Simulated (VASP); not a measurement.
Input of a VASP 6.6.1 run:

File INCAR:

```
  ALGO = Normal
  EDIFF = 1E-6
  ENCUT = 520
  GGA = PS
  ISIF = 2
  ISMEAR = -1
  LASPH = True
  LCHARG = False
  LREAL = False
  LWAVE = False
  NBANDS = 10
  NELM = 100
  PREC = Accurate
  SIGMA = 0.1
```

The input KPOINTS:

```
k-points
0
Gamma
  18 18 18
```

File POSCAR:

```
Re
1.0
   -1.4743742824      1.4743742824      1.4743742824
    1.4743742824     -1.4743742824      1.4743742824
    1.4743742824      1.4743742824     -1.4743742824
Re
1
Direct
    0.0000000000      0.0000000000      0.0000000000
```

Potentials or basis: VASP PAW PBE potentials, release 64 (Re).

Launch:

```sh
$ cat potpaw_PBE.64/Re/POTCAR > POTCAR
$ mpirun -np 1 vasp_std > vasp.out
```

What does it give for the pressure?

72.1 GPa.

Caveat: the PAW data sets were made with another functional, which shifts forces and pressure a little.
